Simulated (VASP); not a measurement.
# CsBr (Pm-3m) in VASP: further runs

Runs on CsBr. Level: r2SCAN. Tasks: single point.

Program: VASP 6.6.1. These are calculated values, not measurements. Logs are shortened: lines on timing, memory, paths and dates and some standing lists are left out, and cuts for length are marked.

### 1 The cell of the first run

Symmetry: Pm-3m, No. 221, cubic system. Conventional cell: a = 4.320 Å, b = 4.320 Å, c = 4.320 Å, α = 90.00°, β = 90.00°, γ = 90.00°. Within 4.9 Å of Cs (site symmetry m-3m) lie 8 Br at 3.74 Å and 6 Cs at 4.32 Å. Within 4.9 Å of Br (site symmetry m-3m) lie 8 Cs at 3.74 Å and 6 Br at 4.32 Å.

### 2 Single point, r2SCAN

The input, POSCAR:

```
CsBr
1.0
    4.3196005106      0.0000000000      0.0000000000
    0.0000000000      4.3196005106      0.0000000000
    0.0000000000      0.0000000000      4.3196005106
Cs Br
1 1
Direct
    0.0000000000      0.0000000000      0.0000000000
    0.5000000000      0.5000000000      0.5000000000
```

The input, INCAR.step1:

```
SYSTEM = CsBr
PREC     = Accurate       ! precision mode
ENCUT    = 550            ! plane-wave cutoff, eV
ISMEAR   = 1              ! smearing method
SIGMA    = 0.001          ! smearing width, eV
LREAL    = .False.        ! projectors in reciprocal space
LASPH    = .True.         ! aspherical terms in the spheres
NELM     = 120            ! most SCF steps
NBANDS   = 15             ! bands
GGA      = PE             ! functional
ALGO     = Normal         ! electronic algorithm
EDIFF    = 1E-5           ! SCF threshold, eV
LWAVE    = .True.         ! write WAVECAR
LCHARG   = .False.        ! write CHGCAR
GGA_COMPAT= .False.
```

The input, INCAR.step2:

```
SYSTEM = CsBr
PREC     = Accurate       ! precision mode
ENCUT    = 550            ! plane-wave cutoff, eV
EDIFF    = 1E-6           ! SCF threshold, eV
ISMEAR   = 1              ! smearing method
SIGMA    = 0.001          ! smearing width, eV
LREAL    = .False.        ! projectors in reciprocal space
LASPH    = .True.         ! aspherical terms in the spheres
NELM     = 120            ! most SCF steps
ALGO     = Normal         ! electronic algorithm
ISIF     = 2              ! what is computed and relaxed
LWAVE    = .False.        ! write WAVECAR
LCHARG   = .True.         ! write CHGCAR
METAGGA  = R2SCAN         ! meta-GGA
LMIXTAU  = .True.       
LELF     = .True.         ! ELF
LVHAR    = .True.       
NBANDS   = 15             ! bands
ISTART   = 1            
GGA_COMPAT= .False.
```

The input, KPOINTS:

```
Automatic mesh
0
Gamma
  4 4 4
  0 0 0
```

Potentials or basis: VASP PAW PBE potentials, release 64 (Cs_sv, Br).

Run with:

```
$ cat potpaw_PBE.64/Cs_sv/POTCAR potpaw_PBE.64/Br/POTCAR > POTCAR
$ cp INCAR.step1 INCAR
$ mpirun -np 1 vasp_std > vasp.out
$ cp INCAR.step2 INCAR
$ mpirun -np 1 vasp_std > vasp.out
```

OUTCAR:

```text
SYSTEM = CsBr
   PREC = Accurate
   ENCUT = 550
   EDIFF = 1E-6
   ISMEAR = 1
   LREAL = .False.
   LASPH = .True.
   NELM = 120
   ISIF = 2
   METAGGA = R2SCAN
   ISTART = 1

 ion  position               nearest neighbor table
   1  0.000  0.000  0.000-
   2  0.500  0.500  0.500-

  LATTYP: Found a simple cubic cell.
 ALAT       =     4.3196005106

  Lattice vectors:

 A1 = (   4.3196005106,   0.0000000000,   0.0000000000)
 A2 = (   0.0000000000,   4.3196005106,   0.0000000000)
 A3 = (   0.0000000000,   0.0000000000,   4.3196005106)

Analysis of symmetry for initial positions (statically):
=====================================================================
 Subroutine PRICEL returns:
 Original cell was already a primitive cell.

 Routine SETGRP: Setting up the symmetry group for a
 simple cubic supercell.

 Subroutine GETGRP returns: Found 48 space group operations
 (whereof 48 operations were pure point group operations)
 out of a pool of 48 trial point group operations.

The static configuration has the point symmetry O_h .

Analysis of symmetry for dynamics (positions and initial velocities):
=====================================================================
 Subroutine PRICEL returns:
 Original cell was already a primitive cell.

 Routine SETGRP: Setting up the symmetry group for a
 simple cubic supercell.

 Subroutine GETGRP returns: Found 48 space group operations
 (whereof 48 operations were pure point group operations)
 out of a pool of 48 trial point group operations.

The dynamic configuration has the point symmetry O_h .

 Subroutine INISYM returns: Found 48 space group operations
 (whereof 48 operations are pure point group operations),
 and found     1 'primitive' translations

----------------------------------------------------------------------------------------

                                     Primitive cell

  volume of cell :      80.5992

  direct lattice vectors                    reciprocal lattice vectors
     4.319600511  0.000000000  0.000000000     0.231502890  0.000000000  0.000000000
     0.000000000  4.319600511  0.000000000     0.000000000  0.231502890  0.000000000
     0.000000000  0.000000000  4.319600511     0.000000000  0.000000000  0.231502890

  length of vectors
     4.319600511  4.319600511  4.319600511     0.231502890  0.231502890  0.231502890

  position of ions in fractional coordinates (direct lattice)
     0.000000000  0.000000000  0.000000000
     0.500000000  0.500000000  0.500000000

  ion indices of the primitive-cell ions
   primitive index   ion index
                 1           1
                 2           2

----------------------------------------------------------------------------------------

 KPOINTS: Automatic mesh

Automatic generation of k-mesh.
 Grid dimensions read from file:
 generate k-points for:    4    4    4

 Generating k-lattice:

  Cartesian coordinates                     Fractional coordinates (reciprocal lattice)
     0.057875722  0.000000000  0.000000000     0.250000000  0.000000000  0.000000000
     0.000000000  0.057875722  0.000000000     0.000000000  0.250000000  0.000000000
     0.000000000  0.000000000  0.057875722     0.000000000  0.000000000  0.250000000

  Length of vectors
     0.057875722  0.057875722  0.057875722

  Shift w.r.t. Gamma in fractional coordinates (k-lattice)
     0.000000000  0.000000000  0.000000000

 Subroutine IBZKPT returns following result:
 ===========================================

 Found     10 irreducible k-points:

 Following reciprocal coordinates:
            Coordinates               Weight
  0.000000  0.000000  0.000000      1.000000
  0.250000  0.000000  0.000000      6.000000
  0.500000  0.000000  0.000000      3.000000
  0.250000  0.250000  0.000000     12.000000
  0.500000  0.250000  0.000000     12.000000
  0.500000  0.500000  0.000000      3.000000
  0.250000  0.250000  0.250000      8.000000
  0.500000  0.250000  0.250000     12.000000
  0.500000  0.500000  0.250000      6.000000
  0.500000  0.500000  0.500000      1.000000
   k-points           NKPTS =     10   k-points in BZ     NKDIM =     10   number of bands    NBANDS=     15
   number of dos      NEDOS =    301   number of ions     NIONS =      2
   total plane-waves  NPLWV =  46656
   dimension x,y,z NGX =    36 NGY =   36 NGZ =   36
   dimension x,y,z NGXF=    72 NGYF=   72 NGZF=   72
   ions per type =               1   1
   NGX,Y,Z   is equivalent  to a cutoff of  13.86, 13.86, 13.86 a.u.
   NGXF,Y,Z  is equivalent  to a cutoff of  27.71, 27.71, 27.71 a.u.
 SYSTEM =  CsBr
   PREC   = accura    normal or accurate (medium, high low for compatibility)
   ISTART =      1    job   : 0-new  1-cont  2-samecut
   ICHARG =      0    charge: 1-file 2-atom 10-const
   ISPIN  =      1    spin polarized calculation?
   LNONCOLLINEAR =      F non collinear calculations
   LSORBIT =      F    spin-orbit coupling
   LASPH  =      T    aspherical Exc in radial PAW
   ENCUT  =  550.0 eV  40.42 Ry    6.36 a.u.   8.26  8.26  8.26*2*pi/ulx,y,z
   NELM   =    120;   NELMIN=  2; NELMDL=  0     # of ELM steps
   EDIFF  = 0.1E-05   stopping-criterion for ELM
   LREAL  =      F    real-space projection
   EDIFFG = 0.1E-04   stopping-criterion for IOM
   NSW    =      0    number of steps for IOM
   IBRION =     -1    ionic relax: 0-MD 1-quasi-New 2-CG
   NFREE  =      0    steps in history (QN), initial steepest desc. (CG)
   ISIF   =      2    stress and relaxation
   ISYM   =      2    0-nonsym 1-usesym 2-fastsym
   POTIM  = 0.5000    time-step for ionic-motion
   TEBEG  =    0.0;   TEEND  =   0.0 temperature during run
   PSTRESS=    0.0 pullay stress
   NELECT =      16.0000    total number of electrons
   NUPDOWN=      -1.0000    fix difference up-down
   EMIN   =  10.00;   EMAX   =-10.00  energy-range for DOS
   EFERMI =   0.00;   METHOD = LEGACY
   ISMEAR =     1;   SIGMA  =   0.00  broadening in eV -4-tet -1-fermi 0-gaus
   EFERMI_NEDOS =   21; number of points for ismear=-14 and -15
   IALGO  =     38    algorithm
   IMIX   =      4    mixing-type and parameters
     AMIX     =   0.40;   BMIX     =  1.00
     AMIX_MAG =   1.60;   BMIX_MAG =  1.00
  volume/ion in A,a.u.               =      40.30       271.96
  Fermi-wavevector in a.u.,A,eV,Ry     =   0.955003  1.804693 12.408922  0.912030
  Thomas-Fermi vector in A             =   2.083801
   LORBIT       =      0    0 simple, 1 ext, 2 COOP (PROOUT), +10 PAW based schemes
   METAGGA = R2SCAN    functional components
   LHFCALC =     F    Hartree Fock is set to
   AEXX    =    0.0000 exact exchange contribution
   IVDW    =     0    specifies the selected vdW correction
   LEPSILON=     F    determine dielectric tensor
   LRPA    =     F    only Hartree local field effects (RPA)
 non-spin polarized calculation
 Methfessel and Paxton  Order N= 1 SIGMA  =   0.00
  energy-cutoff  :      550.00
  volume of cell :       80.60
 maximum number of plane-waves:      2383
 NGX is ok and might be reduce to    36
   NGX = 17   NGY = 17   NGZ = 17

 number of electron      16.0000003 magnetization

 Free energy of the ion-electron system (eV)
  ---------------------------------------------------
  ext. energy  EPLUGINS =         0.00000000
  ---------------------------------------------------
  free energy    TOTEN  =       -42.32455437 eV

  energy without entropy =      -42.32455437  energy(sigma->0) =      -42.32455437

 E-fermi :  -0.7015     XC(G=0):  -8.3521

 val. band max:       -0.7732451782   @ k =   0.5000   0.5000   0.0000
 cond. band min:       4.4115141894   @ k =   0.0000   0.0000   0.0000
 fundamental gap:      5.1847593676
 Fermi energy:        -0.7014527177

 k-point     1 :       0.0000    0.0000    0.0000
  band No.  band energies     occupation
      1     -21.1145      2.00000
      2     -13.5445      2.00000
      3      -7.3413      2.00000
      4      -7.3413      2.00000
      5      -7.3413      2.00000
      6      -0.7782      2.00000
      7      -0.7782      2.00000
      8      -0.7782      2.00000
      9       4.4115      0.00000
     10       4.6486      0.00000
     11       4.6486      0.00000
     12       8.9752      0.00000
     13       8.9752      0.00000
     14       8.9752      0.00000
     15      11.8955      0.00000

 k-point     2 :       0.2500    0.0000    0.0000
  band No.  band energies     occupation
      1     -21.0888      2.00000
      2     -13.5508      2.00000
      3      -7.5327      2.00000
      4      -7.2926      2.00000
      5      -7.2926      2.00000
      6      -1.4808      2.00000
      7      -0.8712      2.00000
      8      -0.8712      2.00000
      9       5.0373      0.00000
     10       5.6755      0.00000
     11       5.9076      0.00000
     12       8.7326      0.00000
     13       8.7326      0.00000
     14       9.2766      0.00000
     15       9.6826      0.00000

 k-point     3 :       0.5000    0.0000    0.0000
  band No.  band energies     occupation
      1     -21.0628      2.00000
      2     -13.5591      2.00000
      3      -7.7022      2.00000
      4      -7.2425      2.00000
      5      -7.2425      2.00000
      6      -2.0312      2.00000
      7      -0.9682      2.00000
      8      -0.9682      2.00000
      9       5.6547      0.00000
     10       7.0764      0.00000
     11       7.5938      0.00000
     12       8.1640      0.00000
     13       8.7134      0.00000
     14       8.7134      0.00000
     15       9.6871      0.00000
[... 91 lines left out ...]
 k-point     9 :       0.5000    0.5000    0.2500
  band No.  band energies     occupation
      1     -20.9982      2.00000
      2     -13.4066      2.00000
      3      -7.8141      2.00000
      4      -7.8141      2.00000
      5      -7.4653      2.00000
      6      -1.6274      2.00000
      7      -1.6274      2.00000
      8      -1.4003      2.00000
      9       6.5086      0.00000
     10       6.6799      0.00000
     11       7.3955      0.00000
     12       7.3955      0.00000
     13      10.1841      0.00000
     14      10.1841      0.00000
     15      10.9644      0.00000

 k-point    10 :       0.5000    0.5000    0.5000
  band No.  band energies     occupation
      1     -20.9773      2.00000
      2     -13.3680      2.00000
      3      -7.7259      2.00000
      4      -7.7259      2.00000
      5      -7.7259      2.00000
      6      -1.8997      2.00000
      7      -1.8997      2.00000
      8      -1.8997      2.00000
      9       8.1184      0.00000
     10       8.1184      0.00000
     11       8.1184      0.00000
     12       9.0039      0.00000
     13       9.0039      0.00000
     14       9.0039      0.00000
     15      11.0618      0.00000

------------------------ aborting loop because EDIFF is reached ----------------------------------------

  FORCE on cell =-STRESS in cart. coord.  units (eV):
  Direction    XX          YY          ZZ          XY          YZ          ZX
  --------------------------------------------------------------------------------------
  -------------------------------------------------------------------------------------
  Total        0.0492754      0.0492754      0.0492754      0.0000000      0.0000000      0.0000000
  in kB        0.9795133      0.9795133      0.9795133      0.0000000      0.0000000      0.0000000
  external PRESSURE =       0.9795133 kB  Pullay stress =       0.0000000 kB

 VOLUME and BASIS-vectors are now :
 -----------------------------------------------------------------------------
  energy-cutoff  :      550.00
  volume of cell :       80.60
      direct lattice vectors                 reciprocal lattice vectors
     4.319600511  0.000000000  0.000000000     0.231502890  0.000000000  0.000000000
     0.000000000  4.319600511  0.000000000     0.000000000  0.231502890  0.000000000
     0.000000000  0.000000000  4.319600511     0.000000000  0.000000000  0.231502890

 POSITION                                       TOTAL-FORCE (eV/Angst)
 -----------------------------------------------------------------------------------
      0.00000      0.00000      0.00000         0.000000      0.000000      0.000000
      2.15980      2.15980      2.15980         0.000000      0.000000      0.000000
 -----------------------------------------------------------------------------------
    total drift:                                0.000000      0.000000      0.000000

  FREE ENERGIE OF THE ION-ELECTRON SYSTEM (eV)
  ---------------------------------------------------
  free  energy   TOTEN  =       -42.3245543700 eV

  energy  without entropy=      -42.3245543700  energy(sigma->0) =      -42.32455437
```

Run time: 23 s. Hardware: 1 thread of Intel Xeon 6975P-C (Granite Rapids), shared host; peak memory 0.22 GiB.

Results:

* Free energy: -42.3246 eV
* Pressure: 0.1 GPa
* Band gap on the k mesh: 5.18 eV, indirect (the least direct gap lies 5.0 meV higher)

Caveat: the PAW data sets were made with another functional, which shifts forces and pressure a little; spin-orbit coupling is left out, which moves the levels of the heavy elements. r2SCAN opens gaps a little over a GGA but as a rule still falls short of measured ones.

### 3 Single point, r2SCAN

POSCAR is that of step 2.

The input, INCAR.step1:

```
SYSTEM = CsBr
PREC     = Accurate       ! precision mode
ENCUT    = 550            ! plane-wave cutoff, eV
ISMEAR   = -1             ! smearing method
SIGMA    = 0.5            ! smearing width, eV
LREAL    = .FALSE.        ! projectors in reciprocal space
LASPH    = .TRUE.         ! aspherical terms in the spheres
NELM     = 120            ! most SCF steps
NBANDS   = 15             ! bands
GGA      = PE             ! functional
ALGO     = Normal         ! electronic algorithm
EDIFF    = 1E-5           ! SCF threshold, eV
LWAVE    = .TRUE.         ! write WAVECAR
LCHARG   = .FALSE.        ! write CHGCAR
GGA_COMPAT= .FALSE.
```

The input, INCAR.step2:

```
SYSTEM = CsBr
PREC     = Accurate       ! precision mode
ENCUT    = 550            ! plane-wave cutoff, eV
EDIFF    = 1E-6           ! SCF threshold, eV
ISMEAR   = -1             ! smearing method
SIGMA    = 0.5            ! smearing width, eV
LREAL    = .FALSE.        ! projectors in reciprocal space
LASPH    = .TRUE.         ! aspherical terms in the spheres
NELM     = 120            ! most SCF steps
ALGO     = Normal         ! electronic algorithm
ISIF     = 2              ! what is computed and relaxed
LWAVE    = .FALSE.        ! write WAVECAR
LCHARG   = .FALSE.        ! write CHGCAR
METAGGA  = R2SCAN         ! meta-GGA
LMIXTAU  = .TRUE.       
NBANDS   = 15             ! bands
ISTART   = 1            
GGA_COMPAT= .FALSE.
```

The input, KPOINTS:

```
regular mesh
0
G
  4 4 4
  0 0 0
```

Potentials or basis: VASP PAW PBE potentials, release 64 (Cs_sv, Br).

Run with:

```
$ cat potpaw_PBE.64/Cs_sv/POTCAR potpaw_PBE.64/Br/POTCAR > POTCAR
$ cp INCAR.step1 INCAR
$ mpirun -np 1 vasp_std > vasp.out
$ cp INCAR.step2 INCAR
$ mpirun -np 1 vasp_std > vasp.out
```

Run time: 29 s. Hardware: 1 thread of Intel Xeon 6975P-C (Granite Rapids), shared host; peak memory 0.21 GiB.

Results (log left out):

| Quantity | Value |
| --- | --- |
| Free energy | -42.3298 eV |
| Pressure | 0.1 GPa |
| Band gap on the k mesh | 5.19 eV, indirect (the least direct gap lies 4.5 meV higher) |

Levels at points of the mesh, in eV from the valence-band top:
| k point | band 6 | band 7 | band 8 | band 9 | band 10 | band 11 |
| --- | --- | --- | --- | --- | --- | --- |
| (0.00, 0.00, 0.00) | 0.00 | 0.00 | 0.00 | 5.19 | 5.43 | 5.43 |
| (0.50, 0.00, 0.00) | -1.26 | -0.19 | -0.19 | 6.44 | 7.86 | 8.37 |
| (0.50, 0.50, 0.00) | -0.57 | -0.57 | 0.00 | 5.84 | 6.12 | 7.86 |
| (0.50, 0.50, 0.50) | -1.12 | -1.12 | -1.12 | 8.90 | 8.90 | 8.90 |

Caveat: the PAW data sets were made with another functional, which shifts forces and pressure a little; spin-orbit coupling is left out, which moves the levels of the heavy elements.
